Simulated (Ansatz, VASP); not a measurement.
# Two plane-wave programs on NaH

Contents of POSCAR:

```
NaH
1.0
    0.0000000000      2.5969210608      2.5969210608
    2.5969210608      0.0000000000      2.5969210608
    2.5969210608      2.5969210608      0.0000000000
Na H
1 1
Direct
    0.0000000000      0.0000000000      0.0000000000
    0.2500000000      0.2500000000      0.2500000000
```

INCAR.step1

```
SYSTEM = NaH
  PREC = Accurate
  ENCUT = 520
  EDIFF = 1E-5
  ISMEAR = 0
  SIGMA = 0.01
  LREAL = .FALSE.
  LASPH = .TRUE.
  NELM = 100
  ALGO = Normal
  ISIF = 2
  LWAVE = .TRUE.
  GGA = PE
  NBANDS = 11
```

File INCAR.step2:

```
SYSTEM = NaH
  PREC = Accurate
  ENCUT = 520
  EDIFF = 1E-6
  ISMEAR = 0
  SIGMA = 0.01
  LREAL = .FALSE.
  LASPH = .TRUE.
  NELM = 100
  ALGO = Normal
  ISIF = 2
  LWAVE = .FALSE.
  LCHARG = .TRUE.
  GGA = PE
  LHFCALC = .TRUE.
  AEXX = 0.25
  PRECFOCK = Normal
  LELF = .TRUE.
  LVHAR = .TRUE.
  ISTART = 1
  NBANDS = 11
```

KPOINTS

```
Automatic mesh
0
G
  6 6 6
  0 0 0
```

Input for Ansatz:

```yaml
crystal:
  lattice:
    - [0.0, 2.5969210608, 2.5969210608]
    - [2.5969210608, 0.0, 2.5969210608]
    - [2.5969210608, 2.5969210608, 0.0]
  atoms:
    - { symbol: Na, position: [0.0, 0.0, 0.0] }
    - { symbol: H, position: [0.25, 0.25, 0.25] }
kpoints:
  mp_grid: { grid: [6, 6, 6] }
  band_path:
    path:
      - [0.0, 0.0, 0.0]
      - [-0.5, -0.5, 0.0]
      - [-0.375, -0.375, 0.25]
      - [-0.375, 0.0, 0.375]
      - [0.0, 0.0, 0.5]
      - [-0.5, -0.25, 0.25]
      - [0.25, -0.5, -0.25]
    npoints: 1
hamiltonian:
  xc: pbe0
scf:
  occupations: { method: fixed }
  n_extra_bands: 4
output:
  forces: true
  stress: true
  eigenvalues: true
```

Alike in both runs: task single point; functional PBE0; k mesh 6 × 6 × 6; no spin polarisation.

|  | VASP | Ansatz |
| --- | --- | --- |
| version | VASP 6.6.1 | Ansatz 0.2.0 |
| potentials or method | VASP PAW PBE potentials, release 64 (Na_pv, H) | plane waves, PAW |
| plane-wave cutoff (eV) | 520 | 420 |
| occupations | gaussian, width 0.01 eV | fixed |
| valence electrons in the cell | 8 | 10 |

```csv
,VASP,Ansatz,Ansatz less VASP
gap on the k mesh at the Fermi level (eV),5.35,5.34,-0.004
pressure (GPa),0.0,0.0,+0.01
```

VASP's potentials hold 8 valence electrons a cell and Ansatz's 10, so a difference there can come from the potentials and not from the codes. Ansatz's warnings: stress exchange threshold loose, stress scf threshold loose.
